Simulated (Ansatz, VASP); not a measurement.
BeS in VASP and in Ansatz

INCAR

```
SYSTEM = BeS
PREC = Accurate ; ENCUT = 520
EDIFF = 1E-6 ; ISMEAR = -1
SIGMA = 0.02 ; LREAL = .False.
LASPH = .True. ; NELM = 60
ALGO = Normal ; ISIF = 2
LWAVE = .False. ; LCHARG = .True.
GGA = PE ; LELF = .True.
LVHAR = .True. ; NBANDS = 11
```

KPOINTS

```
Automatic mesh
0
Gamma
  10 10 10
  0 0 0
```

POSCAR

```
BeS
1.0
    0.0000000000      2.4829923550      2.4829923550
    2.4829923550      0.0000000000      2.4829923550
    2.4829923550      2.4829923550      0.0000000000
Be S
1 1
Direct
    0.0000000000      0.0000000000      0.0000000000
    0.2500000000      0.2500000000      0.2500000000
```

Input for Ansatz:

```yaml
crystal:
  lattice:
    - [0.0, 2.482992355, 2.482992355]
    - [2.482992355, 0.0, 2.482992355]
    - [2.482992355, 2.482992355, 0.0]
  atoms:
    - { symbol: Be, position: [0.0, 0.0, 0.0] }
    - { symbol: S, position: [0.25, 0.25, 0.25] }
kpoints:
  mp_grid: { grid: [10, 10, 10] }
  band_path:
    path:
      - [0.0, 0.0, 0.0]
      - [-0.5, -0.5, 0.0]
      - [-0.375, -0.375, 0.25]
      - [-0.375, 0.0, 0.375]
      - [0.0, 0.0, 0.5]
      - [-0.5, -0.25, 0.25]
      - [-0.0375, 0.0, 0.0375]
      - [0.0, 0.5, 0.5]
    npoints: 1
hamiltonian:
  xc: pbe
scf:
  occupations: { method: fermi_dirac, width: 0.02 }
  n_extra_bands: 4
output:
  forces: true
  stress: true
  eigenvalues: true
```

Change from the starting cell: hydrostatic strain +2.0%.

Alike in both runs: task single point; functional PBE; k mesh 10 × 10 × 10; occupations fermi-dirac, width 0.02 eV; no spin polarisation.

|  | VASP | Ansatz |
| --- | --- | --- |
| version | VASP 6.6.1 | Ansatz 0.2.0 |
| potentials or method | VASP PAW PBE potentials, release 64 (Be, S) | plane waves, PAW |
| plane-wave cutoff (eV) | 520 | 420 |
| valence electrons in the cell | 8 | 8 |

|  | VASP | Ansatz | Ansatz less VASP |
| --- | --- | --- | --- |
| gap on the k mesh at the Fermi level (eV) | 3.26 | 3.26 | -0.001 |
| pressure (GPa) | -4.6 | -4.6 | -0.01 |
